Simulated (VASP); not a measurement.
A run of VASP 6.6.1 is set up as follows.

File INCAR:

```
SYSTEM = BaTiO3
ALGO     = Normal         ! electronic algorithm
EDIFF    = 1E-8           ! SCF threshold, eV
ENCUT    = 520            ! plane-wave cutoff, eV
GGA      = PS             ! functional
ISIF     = 2              ! what is computed and relaxed
ISMEAR   = -1             ! smearing method
LASPH    = .True.         ! aspherical terms in the spheres
LCHARG   = .False.        ! write CHGCAR
LEFG     = .True.       
LREAL    = .False.        ! projectors in reciprocal space
LWAVE    = .False.        ! write WAVECAR
NBANDS   = 28             ! bands
NELM     = 80             ! most SCF steps
PREC     = Accurate       ! precision mode
SIGMA    = 0.03           ! smearing width, eV
```

KPOINTS

```
k-points
0
Gamma
  7 7 7
  0 0 0
```

Contents of POSCAR:

```
BaTiO3
1.0
    3.9457420220      0.0000000000      0.0000000000
    0.0000000000      3.9457420220      0.0000000000
    0.0000000000      0.0000000000      3.9636960459
Ba Ti O
1 1 3
Direct
    0.0000000000      0.0000000000      0.0000000000
    0.5000000000      0.5000000000      0.5000000000
    0.5000000000      0.5000000000      0.0000000000
    0.5000000000      0.0000000000      0.5000000000
    0.0000000000      0.5000000000      0.5000000000
```

Potentials or basis: VASP PAW PBE potentials, release 64 (Ba_sv, Ti_sv, O).

Launch:

```console
$ cat potpaw_PBE.64/Ba_sv/POTCAR potpaw_PBE.64/Ti_sv/POTCAR potpaw_PBE.64/O/POTCAR > POTCAR
$ mpirun -np 1 vasp_std > vasp.out
```

Estimate the pressure.

4.7 GPa.

Estimate the band gap on the k mesh.

1.83 eV, indirect (least direct gap 1.87 eV).

Electric field gradients, principal values (V/Å²):
| atom | least | middle | greatest (by size) |
| --- | --- | --- | --- |
| 1 Ba | -0.402 | -0.402 | 0.804 |
| 2 Ti | -2.120 | -2.120 | 4.240 |
| 3 O | -10.440 | -10.440 | 20.880 |
| 4 O | -8.576 | -10.087 | 18.663 |
| 5 O | -8.576 | -10.087 | 18.663 |

Caveat: without QUAD_EFG the Cq values of the log hold for a quadrupole moment of 1 mb, not for the nuclei; the PAW data sets were made with another functional, which shifts forces and pressure a little; spin-orbit coupling is left out, which moves the levels of the heavy elements. A k mesh can miss the band edges.
